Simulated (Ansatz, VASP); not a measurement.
## Two plane-wave programs on B3F2

```xyz
10
Lattice="2.5592 0.0000 0.0000 -1.2796 2.2163 0.0000 0.0000 0.0000 22.0835" Properties=species:S:1:pos:R:3 pbc="T T T"
B     0.0000    0.0000    5.5209
B     0.0000    0.0000   16.5626
B     0.0000    1.4776    0.4949
B     1.2796    0.7388   11.5366
B     0.0000    1.4776   10.5469
B     1.2796    0.7388   21.5886
F     0.0000    1.4776    1.8195
F     1.2796    0.7388   12.8613
F     0.0000    1.4776    9.2222
F     1.2796    0.7388   20.2639
```

Change from the starting cell: species swapped into the Sn3Pt2 type (P6_3/mmc, No. 194).

Alike in both runs: functional PBE; k mesh 18 × 18 × 2; occupations gaussian, width 0.1 eV; no spin polarisation.

Ansatz relaxed the structure, and its values are those at the end. VASP's run is a single point on that final structure, the one shown.

|  | VASP | Ansatz |
| --- | --- | --- |
| version | VASP 6.6.1 | Ansatz 0.2.0 |
| potentials or method | VASP PAW PBE potentials, release 64 (B, F), cutoff 520 eV | scalar-relativistic, plane waves, PAW |
| valence electrons in the cell | 46 | 46 |

VASP gave:

* gap on the k mesh at the Fermi level (eV): none
* pressure (GPa): 0.4
* rms of the force components (eV/Å): 0.152

Question: What did Ansatz give for the same quantities?

Answer: gap on the k mesh at the Fermi level (eV): none; pressure (GPa): 0.0; rms of the force components (eV/Å): 0.001.

A gap of «none» marks a metal or a gap that the smearing closes. With one functional, cell and mesh, what is left measures potentials, basis and numerics.
